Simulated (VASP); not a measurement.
Write the native input for VASP 6.6.1 that does the following.

| Item | Value |
| --- | --- |
| Task | single point |
| Functional | PBE |
| Potentials or basis | VASP PAW PBE potentials, release 64 (Pb_d) |
| Cutoff | 520 eV |
| k mesh | 9 × 9 × 9 |
| Occupations | gaussian, width 0.05 eV |
| Spin | no spin polarisation |
| Dipole correction | no |
| Further INCAR settings | ALGO = Fast; EDIFF = 1e-07; NBANDS = 13 |

The structure of Pb lies in POSCAR:

```
Pb
1.0
    0.0000000000      2.4750200000      2.4750200000
    2.4750200000      0.0000000000      2.4750200000
    2.4750200000      2.4750200000      0.0000000000
Pb
1
Direct
    0.0000000000      0.0000000000      0.0000000000
```

One way to write it, as run:

INCAR

```
PREC = Accurate
ENCUT = 520
EDIFF = 1E-7
ISMEAR = 0
SIGMA = 0.05
LREAL = F
LASPH = T
NELM = 60
ALGO = Fast
ISIF = 2
LWAVE = F
LCHARG = F
GGA = PE
NBANDS = 13
```

KPOINTS

```
regular mesh
0
Gamma
  9 9 9
```

Potentials or basis: VASP PAW PBE potentials, release 64 (Pb_d).

Command:

```console
$ cat potpaw_PBE.64/Pb_d/POTCAR > POTCAR
$ mpirun -np 1 vasp_std > vasp.out
```

Results of the run:

```
Pressure               : 2.2 GPa
Band gap on the k mesh : zero (band 7 reaches 14.70 eV, above the bottom of band 8 at 5.74 eV)
```

Caveat: spin-orbit coupling is left out, which moves the levels of the heavy elements.

It took 13 s on 1 thread of Intel(R) Xeon(R) Platinum 8488C (Sapphire Rapids), on a shared host, peak memory 0.15 GiB.
